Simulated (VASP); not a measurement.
# HgTe (F-43m) in VASP: single point with LDA

Aim: the single point of HgTe with LDA.

Everything below comes from runs of VASP 6.6.1. Logs are shortened: lines on timing, memory, paths and dates and some standing lists are left out, and cuts for length are marked.

**1. The cell of the first run**

It takes space group F-43m (No. 216, cubic). The conventional cell has a = 6.453 Å, b = 6.453 Å, c = 6.453 Å, α = 90.00°, β = 90.00°, γ = 90.00°. Hg (site symmetry -43m) has 4 Te at 2.79 Å within 3.7 Å. Within 3.7 Å of Te (site symmetry -43m) lie 4 Hg at 2.79 Å.

**2. Single point, LDA**

INCAR

```
SYSTEM = HgTe
PREC = Accurate
ENCUT = 520
EDIFF = 1E-7
ISMEAR = 0
SIGMA = 0.01
LREAL = .False.
LASPH = .True.
NELM = 60
ALGO = Normal
ISIF = 2
LWAVE = .False.
LCHARG = .True.
GGA = CA
LELF = .True.
LVHAR = .True.
NBANDS = 16
```

KPOINTS

```
Automatic mesh
0
Gamma
  6 6 6
  0 0 0
```

POSCAR

```
HgTe
1.0
    0.0000000000      3.2265000000      3.2265000000
    3.2265000000      0.0000000000      3.2265000000
    3.2265000000      3.2265000000      0.0000000000
Hg Te
1 1
Direct
    0.0000000000      0.0000000000      0.0000000000
    0.2500000000      0.2500000000      0.2500000000
```

Potentials or basis: VASP PAW LDA potentials, release 64 (Hg, Te).

The run is started by

```console
$ cat potpaw_LDA.64/Hg/POTCAR potpaw_LDA.64/Te/POTCAR > POTCAR
$ mpirun -np 1 vasp_std > vasp.out
```

OUTCAR:

```text
SYSTEM = HgTe
   PREC = Accurate
   ENCUT = 520
   EDIFF = 1E-7
   ISMEAR = 0
   LREAL = .False.
   LASPH = .True.
   NELM = 60
   ISIF = 2
   GGA = CA

 ion  position               nearest neighbor table
   1  0.000  0.000  0.000-   2 2.79   2 2.79   2 2.79   2 2.79
   2  0.250  0.250  0.250-   1 2.79   1 2.79   1 2.79   1 2.79

  LATTYP: Found a face centered cubic cell.
 ALAT       =     6.4530000000

  Lattice vectors:

 A1 = (   0.0000000000,   3.2265000000,   3.2265000000)
 A2 = (   3.2265000000,   0.0000000000,   3.2265000000)
 A3 = (   3.2265000000,   3.2265000000,   0.0000000000)

Analysis of symmetry for initial positions (statically):
=====================================================================
 Subroutine PRICEL returns:
 Original cell was already a primitive cell.

 Routine SETGRP: Setting up the symmetry group for a
 face centered cubic supercell.

 Subroutine GETGRP returns: Found 24 space group operations
 (whereof 24 operations were pure point group operations)
 out of a pool of 48 trial point group operations.

The static configuration has the point symmetry T_d .

Analysis of symmetry for dynamics (positions and initial velocities):
=====================================================================
 Subroutine PRICEL returns:
 Original cell was already a primitive cell.

 Routine SETGRP: Setting up the symmetry group for a
 face centered cubic supercell.

 Subroutine GETGRP returns: Found 24 space group operations
 (whereof 24 operations were pure point group operations)
 out of a pool of 48 trial point group operations.

The dynamic configuration has the point symmetry T_d .

 Subroutine INISYM returns: Found 24 space group operations
 (whereof 24 operations are pure point group operations),
 and found     1 'primitive' translations

----------------------------------------------------------------------------------------

                                     Primitive cell

  volume of cell :      67.1777

  direct lattice vectors                    reciprocal lattice vectors
     0.000000000  3.226500000  3.226500000    -0.154966682  0.154966682  0.154966682
     3.226500000  0.000000000  3.226500000     0.154966682 -0.154966682  0.154966682
     3.226500000  3.226500000  0.000000000     0.154966682  0.154966682 -0.154966682

  length of vectors
[... 71 lines left out ...]
   ENCUT  =  520.0 eV  38.22 Ry    6.18 a.u.   8.48  8.48  8.48*2*pi/ulx,y,z
   NELM   =     60;   NELMIN=  2; NELMDL= -5     # of ELM steps
   EDIFF  = 0.1E-06   stopping-criterion for ELM
   LREAL  =      F    real-space projection
   EDIFFG = 0.1E-05   stopping-criterion for IOM
   NSW    =      0    number of steps for IOM
   IBRION =     -1    ionic relax: 0-MD 1-quasi-New 2-CG
   NFREE  =      0    steps in history (QN), initial steepest desc. (CG)
   ISIF   =      2    stress and relaxation
   ISYM   =      2    0-nonsym 1-usesym 2-fastsym
   POTIM  = 0.5000    time-step for ionic-motion
   TEBEG  =    0.0;   TEEND  =   0.0 temperature during run
   PSTRESS=    0.0 pullay stress
   NELECT =      18.0000    total number of electrons
   NUPDOWN=      -1.0000    fix difference up-down
   EMIN   =  10.00;   EMAX   =-10.00  energy-range for DOS
   EFERMI =   0.00;   METHOD = LEGACY
   ISMEAR =     0;   SIGMA  =   0.01  broadening in eV -4-tet -1-fermi 0-gaus
   EFERMI_NEDOS =   21; number of points for ismear=-14 and -15
   IALGO  =     38    algorithm
   IMIX   =      4    mixing-type and parameters
     AMIX     =   0.40;   BMIX     =  1.00
     AMIX_MAG =   1.60;   BMIX_MAG =  1.00
  volume/ion in A,a.u.               =      33.59       226.67
  Fermi-wavevector in a.u.,A,eV,Ry     =   1.055417  1.994449 15.155592  1.113905
  Thomas-Fermi vector in A             =   2.190614
   LORBIT       =      0    0 simple, 1 ext, 2 COOP (PROOUT), +10 PAW based schemes
   GGA     = CA    functional components
   LHFCALC =     F    Hartree Fock is set to
   AEXX    =    0.0000 exact exchange contribution
   IVDW    =     0    specifies the selected vdW correction
   LEPSILON=     F    determine dielectric tensor
   LRPA    =     F    only Hartree local field effects (RPA)
 non-spin polarized calculation
 Gauss-broadening in eV      SIGMA  =   0.01
  energy-cutoff  :      520.00
  volume of cell :       67.18
 maximum number of plane-waves:      1821
 NGX is ok and might be reduce to    36
   NGX = 17   NGY = 17   NGZ = 17

 number of electron      18.0000001 magnetization

 Free energy of the ion-electron system (eV)
  ---------------------------------------------------
  ext. energy  EPLUGINS =         0.00000000
  ---------------------------------------------------
  free energy    TOTEN  =        -5.02447429 eV

  energy without entropy =       -5.02440287  energy(sigma->0) =       -5.02443858

 E-fermi :   2.9658     XC(G=0):  -9.1206

 val. band max:        2.9627487827   @ k =   0.0000   0.0000   0.0000
 cond. band min:       3.5586570538   @ k =   0.5000   0.0000   0.0000
 fundamental gap:      0.5959082711
 Fermi energy:         2.9657944466

 k-point     1 :       0.0000    0.0000    0.0000
  band No.  band energies     occupation
      1      -9.1141      2.00000
      2      -4.4468      2.00000
      3      -4.4468      2.00000
      4      -4.4468      2.00000
      5      -3.9085      2.00000
      6      -3.9085      2.00000
[... 281 lines left out ...]
      3      -4.1589      2.00000
      4      -4.0336      2.00000
      5      -3.8925      2.00000
      6      -3.3269      2.00000
[... 8 lines left out ...]
     15      13.7676      0.00000
     16      14.0288      0.00000

------------------------ aborting loop because EDIFF is reached ----------------------------------------

  FORCE on cell =-STRESS in cart. coord.  units (eV):
  Direction    XX          YY          ZZ          XY          YZ          ZX
  --------------------------------------------------------------------------------------
  -------------------------------------------------------------------------------------
  Total       -0.0288728     -0.0288728     -0.0288728      0.0000000      0.0000000     -0.0000000
  in kB       -0.6886124     -0.6886124     -0.6886124      0.0000000      0.0000000     -0.0000000
  external PRESSURE =      -0.6886124 kB  Pullay stress =       0.0000000 kB

 VOLUME and BASIS-vectors are now :
 -----------------------------------------------------------------------------
  energy-cutoff  :      520.00
  volume of cell :       67.18
      direct lattice vectors                 reciprocal lattice vectors
     0.000000000  3.226500000  3.226500000    -0.154966682  0.154966682  0.154966682
     3.226500000  0.000000000  3.226500000     0.154966682 -0.154966682  0.154966682
     3.226500000  3.226500000  0.000000000     0.154966682  0.154966682 -0.154966682

 POSITION                                       TOTAL-FORCE (eV/Angst)
 -----------------------------------------------------------------------------------
      0.00000      0.00000      0.00000        -0.000000     -0.000000      0.000000
      1.61325      1.61325      1.61325         0.000000      0.000000     -0.000000
 -----------------------------------------------------------------------------------
    total drift:                               -0.000000     -0.000000     -0.000000

  FREE ENERGIE OF THE ION-ELECTRON SYSTEM (eV)
  ---------------------------------------------------
  free  energy   TOTEN  =        -5.0244742857 eV

  energy  without entropy=       -5.0244028680  energy(sigma->0) =       -5.02443858
```

stdout:

```text
POSCAR found type information on POSCAR HgTe
 POSCAR found :  2 types and       2 ions
 scaLAPACK will be used
 LDA part: xc-table for (Slater(with rela. corr.)+CA(PZ))
 , standard interpolation
 POSCAR, INCAR and KPOINTS ok, starting setup
 FFT: planning ... GRIDC
 FFT: planning ... GRID_SOFT
 FFT: planning ... GRID
 WAVECAR not read
 entering main loop
```

Wall time 20 s (1 thread of Intel Xeon Platinum 8259CL at 2.50GHz (Skylake/Cascade Lake), shared host); peak memory 0.17 GiB.

Results:

```yaml
Free_energy: -5.0245 eV
Pressure: -0.1 GPa
Band_gap_on_the_k_mesh: zero (filled and empty bands touch)
```

Caveat: spin-orbit coupling is left out, which moves the levels of the heavy elements.
